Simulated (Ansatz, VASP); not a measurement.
SrO: VASP beside Ansatz

INCAR

```
SYSTEM = SrO
ALGO = Normal
EDIFF = 1E-6
ENCUT = 520
GGA = PE
ISIF = 2
ISMEAR = -1
LASPH = .TRUE.
LCHARG = .FALSE.
LREAL = .FALSE.
LWAVE = .FALSE.
NBANDS = 24
NELM = 100
PREC = Accurate
SIGMA = 0.05
```

Contents of KPOINTS:

```
k-points
0
G
  7 7 5
  0 0 0
```

The input POSCAR:

```
SrO
1.0
    4.3037814369      0.0000000000      0.0000000000
   -2.1518907185      3.7271840567      0.0000000000
    0.0000000000      0.0000000000      5.1897389982
Sr O
2 2
Direct
    0.6666666667      0.3333333333      0.4381277000
    0.3333333333      0.6666666667      0.9381277000
    0.6666666667      0.3333333333      0.9368723000
    0.3333333333      0.6666666667      0.4368723000
```

File input.yaml:

```yaml
crystal:
  lattice:
    - [4.3037814369, 0.0, 0.0]
    - [-2.1518907185, 3.7271840567, 0.0]
    - [0.0, 0.0, 5.1897389982]
  atoms:
    - { symbol: Sr, position: [0.6666666667, 0.3333333333, 0.4381277] }
    - { symbol: Sr, position: [0.3333333333, 0.6666666667, 0.9381277] }
    - { symbol: O, position: [0.6666666667, 0.3333333333, 0.9368723] }
    - { symbol: O, position: [0.3333333333, 0.6666666667, 0.4368723] }
hamiltonian:
  xc: pbe
  pseudopotentials: { kind: paw }
kpoints:
  mp_grid: { grid: [7, 7, 5] }
scf:
  occupations: { method: fermi_dirac, width: 0.05 }
output:
  forces: true
  stress: true
  eigenvalues: true
```

Alike in both runs: task single point; functional PBE; k mesh 7 × 7 × 5; occupations fermi-dirac, width 0.05 eV; no spin polarisation.

|  | VASP | Ansatz |
| --- | --- | --- |
| version | VASP 6.6.1 | Ansatz 0.2.0 |
| potentials or method | VASP PAW PBE potentials, release 64 (Sr_sv, O) | Ansatz PAW |
| plane-wave cutoff (eV) | 520 | 420 |
| valence electrons in the cell | 32 | 32 |

|  | VASP | Ansatz | Ansatz less VASP |
| --- | --- | --- | --- |
| gap on the k mesh at the Fermi level (eV) | 2.57 | 2.58 | +0.017 |
| least direct gap on the mesh (eV) | 2.57 | 2.58 | +0.017 |
| pressure (GPa) | -0.1 | -0.5 | -0.43 |
| traceless stress, the component that is largest in VASP (GPa) | 0.11 | 0.10 | -0.012 |
| rms of the force components (eV/Å) | 0.007 | 0.007 | -0.0005 |

Atom by atom the forces differ by 0.001 eV/Å (rms over components). The functional is the same, so the differences come from potentials, cutoffs and numerics.

Noted on Ansatz's run: odd divisions of the mesh miss points on the zone boundary, where band edges often lie, so the gap on the mesh can be too wide.
